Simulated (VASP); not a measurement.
# Al2GaP2 (I4/mmm) in VASP: further runs, part 2 of 2

VASP 6.6.1.

### 4 Relaxation of cell and atoms, PBE

File INCAR:

```
ALGO = Normal
EDIFF = 1E-7
EDIFFG = -0.04
ENCUT = 600
GGA = PE
IBRION = 2
ISIF = 3
ISMEAR = 0
LASPH = T
LCHARG = F
LREAL = F
LWAVE = F
NELM = 80
NSW = 90
PREC = Accurate
SIGMA = 0.1
```

File KPOINTS:

```
k-points
0
Gamma
  6 6 6
```

File POSCAR:

```
Al2GaP2
1.0
   -1.7844744200      1.7844744200      6.4335393600
    1.7844744200     -1.7844744200      6.4335393600
    1.7844744200      1.7844744200     -6.4335393600
Al Ga P
2 1 2
Direct
    0.7500000000      0.2500000000      0.5000000000
    0.2500000000      0.7500000000      0.5000000000
    0.0000000000      0.0000000000      0.0000000000
    0.6479895700      0.6479895700      0.0000000000
    0.3520104300      0.3520104300      0.0000000000
```

Potentials or basis: VASP PAW PBE potentials, release 64 (Al, Ga_d, P).

Command:

```console
cat potpaw_PBE.64/Al/POTCAR potpaw_PBE.64/Ga_d/POTCAR potpaw_PBE.64/P/POTCAR > POTCAR
mpirun -np 1 vasp_std > vasp.out
```

OUTCAR:

```text
EDIFF = 1E-7
   EDIFFG = -0.04
   ENCUT = 600
   GGA = PE
   IBRION = 2
   ISIF = 3
   ISMEAR = 0
   LASPH = T
   LREAL = F
   NELM = 80
   NSW = 90
   PREC = Accurate

 ion  position               nearest neighbor table
   1  0.750  0.250  0.500-   5 2.22   4 2.22   5 2.22   4 2.22   2 2.52   2 2.52   2 2.52   2 2.52

   2  0.250  0.750  0.500-   5 2.22   4 2.22   5 2.22   4 2.22   1 2.52   1 2.52   1 2.52   1 2.52

   3  0.000  0.000  0.000-
   4  0.648  0.648  0.000-   2 2.22   1 2.22   1 2.22   2 2.22
   5  0.352  0.352  0.000-   2 2.22   1 2.22   1 2.22   2 2.22

  LATTYP: Found a body centered tetragonal cell.
 ALAT       =     3.5689488400
 C/A-ratio  =     3.6052852806

  Lattice vectors:

 A1 = (  -1.7844744200,   1.7844744200,   6.4335393600)
[... 188 lines left out ...]
 val. band max:        8.2344990191   @ k =  -0.3333  -0.3333   0.3333
 cond. band min:       8.2701132000   @ k =  -0.3333   0.3333   0.1667
 fundamental gap:      0.0356141809
 Fermi energy:         8.2418790622
[... 1127 lines left out ...]
  FREE ENERGIE OF THE ION-ELECTRON SYSTEM (eV)
  ---------------------------------------------------
  free  energy   TOTEN  =       -21.5696126842 eV

  energy  without entropy=      -21.5604886606  energy(sigma->0) =      -21.56505067

[... ionic steps 4 to 9 ...]

--------------------------------------- Ionic step       10  -------------------------------------------

 number of electron      28.9999997 magnetization

------------------------ aborting loop because EDIFF is reached ----------------------------------------
[... 73 lines left out ...]
--------------------------------------- Ionic step       12  -------------------------------------------

 number of electron      28.9999997 magnetization

 Free energy of the ion-electron system (eV)
  ---------------------------------------------------
  ext. energy  EPLUGINS =         0.00000000
  ---------------------------------------------------
  free energy    TOTEN  =       -21.65398014 eV

  energy without entropy =      -21.64730313  energy(sigma->0) =      -21.65064164

 E-fermi :   6.2451     XC(G=0):  -9.6833

 val. band max:        6.1813711921   @ k =  -0.1667  -0.1667   0.1667
 cond. band min:       6.2652071277   @ k =   0.5000   0.3333   0.0000
 fundamental gap:      0.0838359356
 Fermi energy:         6.2451118243
[... 536 lines left out ...]
  FREE ENERGIE OF THE ION-ELECTRON SYSTEM (eV)
  ---------------------------------------------------
  free  energy   TOTEN  =       -21.6539801436 eV

  energy  without entropy=      -21.6473031322  energy(sigma->0) =      -21.65064164

 reached required accuracy - stopping structural energy minimisation
```

OSZICAR:

```text
N       E                     dE             d eps       ncg     rms          rms(c)
[... 120 lines left out ...]
DAV:   2    -0.216629906108E+02    0.27605E-01   -0.10525E-01  1382   0.370E+00    0.540E-01
DAV:   3    -0.216547694538E+02    0.82212E-02   -0.16417E-02  1442   0.126E+00    0.161E-01
DAV:   4    -0.216541271247E+02    0.64233E-03   -0.12908E-03  1330   0.326E-01    0.866E-02
DAV:   5    -0.216540122804E+02    0.11484E-03   -0.85843E-05  1482   0.871E-02    0.518E-02
DAV:   6    -0.216539800808E+02    0.32200E-04   -0.63921E-05  1524   0.776E-02    0.679E-03
DAV:   7    -0.216539799408E+02    0.14002E-06   -0.66939E-06  1182   0.204E-02    0.382E-03
DAV:   8    -0.216539800840E+02   -0.14323E-06   -0.23363E-07  1032   0.422E-03    0.243E-03
DAV:   9    -0.216539801436E+02   -0.59548E-07   -0.11922E-07   670   0.316E-03
  12 F= -.21653980E+02 E0= -.21650642E+02  d E =-.408606E-02
```

CONTCAR:

```text
Al2GaP2
   1.00000000000000
    -1.9711108722654729    1.9711108722654729    6.4510872770973471
     1.9711108722654729   -1.9711108722654729    6.4510872770973471
     1.9711108722654729    1.9711108722654729   -6.4510872770973471
  Al              Ga              P
     2     1     2
Direct
     0.7500000000000000    0.2500000000000000    0.5000000000000000
     0.2500000000000000    0.7500000000000000    0.5000000000000000
     0.0000000000000000    0.0000000000000000    0.0000000000000000
     0.6372284130899489    0.6372284130899489    0.0000000000000000
     0.3627715869100510    0.3627715869100510    0.0000000000000000

  0.00000000E+00  0.00000000E+00  0.00000000E+00
  0.00000000E+00  0.00000000E+00  0.00000000E+00
  0.00000000E+00  0.00000000E+00  0.00000000E+00
  0.00000000E+00  0.00000000E+00  0.00000000E+00
  0.00000000E+00  0.00000000E+00  0.00000000E+00
```

It took 61 min on 1 thread of Intel Xeon 8259CL, shared host; peak memory 0.49 GiB.

What came out:

```
Free energy                           : -21.6540 eV
Relaxed volume                        : 20.05 Å³/atom
Relaxed cell                          : a = 7.028 Å, b = 7.028 Å, c = 7.028 Å, α = 147.42°, β = 147.42°, γ = 46.74°
Space group after relaxing (to 0.1 Å) : I4/mmm (No. 139)
Energy gained by relaxing             : 395.5 meV/atom
Ionic steps                           : 12
Pressure after relaxing               : 0.0 GPa
Band gap on the k mesh                : zero (an odd number of electrons rules out a gap without spin polarisation)
```

Forces on the atoms (eV/Å):
```
Al   0.000  0.000  0.000
Al   0.000  0.000  0.000
Ga   0.000  0.000  0.000
P    0.000  0.000  0.002
P    0.000  0.000 -0.002
```

The path:
```tsv
step	energy change (eV)	largest force (eV/Å)	pressure (GPa)	volume (Å³)
1	0.0000	4.3980	28.75	81.95
2	-0.9946	1.8723	-8.95	121.98
3	-1.8929	0.2860	-0.35	101.83
4	-1.8938	0.2291	-0.01	101.40
5	-1.8936	0.1722	0.31	100.98
6	-1.9465	0.0158	0.22	101.40
7	-1.9709	0.1587	0.12	101.85
8	-1.9710	0.1667	0.12	101.87
9	-1.9730	0.0675	-0.31	102.13
10	-1.9732	0.0331	-0.46	102.23
11	-1.9749	0.0254	-0.37	101.73
12	-1.9773	0.0022	-0.04	100.26
```

Final structure:
```cif
data_structure
_symmetry_space_group_name_H-M 'P 1'
_symmetry_Int_Tables_number 1
_cell_length_a 7.0276
_cell_length_b 7.0276
_cell_length_c 7.0276
_cell_angle_alpha 147.422
_cell_angle_beta 147.422
_cell_angle_gamma 46.739
_cell_volume 100.26
loop_
_atom_site_label
_atom_site_type_symbol
_atom_site_fract_x
_atom_site_fract_y
_atom_site_fract_z
_atom_site_occupancy
Al1 Al 0.75000 0.25000 0.50000 1
Al2 Al 0.25000 0.75000 0.50000 1
Ga1 Ga 0.00000 0.00000 0.00000 1
P1 P 0.63723 0.63723 0.00000 1
P2 P 0.36277 0.36277 0.00000 1
```

Caveat: the volume moved by over 15 % at a fixed basis, so the end points are rough.

### 5 Single point, PBE

This run uses another cell than the first one, of 20.03 Å³/atom.

File INCAR:

```
  PREC = Accurate
  ENCUT = 520
  EDIFF = 1E-7
  ISMEAR = 0
  SIGMA = 0.1
  LREAL = F
  LASPH = T
  NELM = 80
  ALGO = Normal
  ISIF = 2
  LWAVE = F
  LCHARG = F
  GGA = PE
  NBANDS = 22
```

File KPOINTS:

```
Automatic mesh
0
Gamma
  14 14 14
```

File POSCAR:

```
Al2GaP2
1.0
   -1.9725682740      1.9725682740      6.4331653507
    1.9725682740     -1.9725682740      6.4331653507
    1.9725682740      1.9725682740     -6.4331653507
Al Ga P
2 1 2
Direct
    0.7500000000      0.2500000000      0.5000000000
    0.2500000000      0.7500000000      0.5000000000
    0.0000000000      0.0000000000      0.0000000000
    0.6374665812      0.6374665812      0.0000000000
    0.3625334188      0.3625334188      0.0000000000
```

Command:

```console
cat potpaw_PBE.64/Al/POTCAR potpaw_PBE.64/Ga_d/POTCAR potpaw_PBE.64/P/POTCAR > POTCAR
mpirun -np 1 vasp_std > vasp.out
```

Run time: 65 min. Hardware: 1 thread of Intel Xeon 8259CL, shared host; peak memory 0.79 GiB.

The run converged. Its results:

| Property | Result |
| --- | --- |
| Free energy | -21.6178 eV |
| Pressure | -0.1 GPa |
| Largest force | 0.013 eV/Å |
| Band gap on the k mesh | zero (an odd number of electrons rules out a gap without spin polarisation) |

Forces in eV/Å, atoms in the order of the input:
```
Al   0.000  0.000  0.000
Al   0.000  0.000  0.000
Ga   0.000  0.000  0.000
P    0.000  0.000  0.013
P    0.000  0.000 -0.013
```

Levels at points of the mesh, in eV from the Fermi level:
| k point | band 12 | band 13 | band 14 | band 15 | band 16 | band 17 |
| --- | --- | --- | --- | --- | --- | --- |
| (0.00, 0.00, 0.00) | -2.81 | -2.43 | -2.43 | -0.61 | 0.31 | 1.79 |
| (0.50, 0.00, 0.00) | -2.98 | -2.89 | -1.93 | 0.16 | 1.27 | 2.11 |
| (0.50, 0.50, 0.00) | -4.23 | -4.19 | -3.82 | -0.99 | -0.06 | 1.04 |
| (0.50, 0.50, 0.50) | -2.03 | -2.03 | -1.40 | -0.72 | -0.27 | 0.34 |

### 6 The runs side by side

```csv
task,cell,k mesh,cutoff (eV),gap on the mesh (eV),pressure (GPa),largest force (eV/Å)
single point,"a = 6.911 Å, angles 150.1, 150.1, 42.8°, 5 atoms, atomic positions A",6 × 6 × 6,520,none,28.8,4.40
single point,"a = 7.022 Å, angles 147.5, 147.5, 46.6°, 5 atoms, atomic positions B",6 × 6 × 6,520,none,0.1,0.02
relaxation of cell and atoms,"relaxed from a = 6.911 Å, angles 150.1, 150.1, 42.8°, 5 atoms, atomic positions A",6 × 6 × 6,600,none,0.0,-
single point,"a = 7.012 Å, angles 147.3, 147.3, 46.9°, 5 atoms, atomic positions C",14 × 14 × 14,520,none,-0.1,0.01
```

Alike in all rows: level PBE; potentials or basis VASP PAW PBE potentials, release 64 (Al, Ga_d, P); no spin polarisation; smearing gaussian 0.1 eV.

Caveats: the stress differs along the axes, from 24 to 31 GPa (at least some runs); forces of over 1 eV/Å act on the atoms, so gaps and moduli don't describe the material at rest (at least some runs); the volume moved by over 15 % at a fixed basis, so the end points are rough (at least some runs).

Absolute energies hang on the potentials; compare differences alone.

The gap in the log of VASP goes by the Fermi energy; the results here count the filled bands.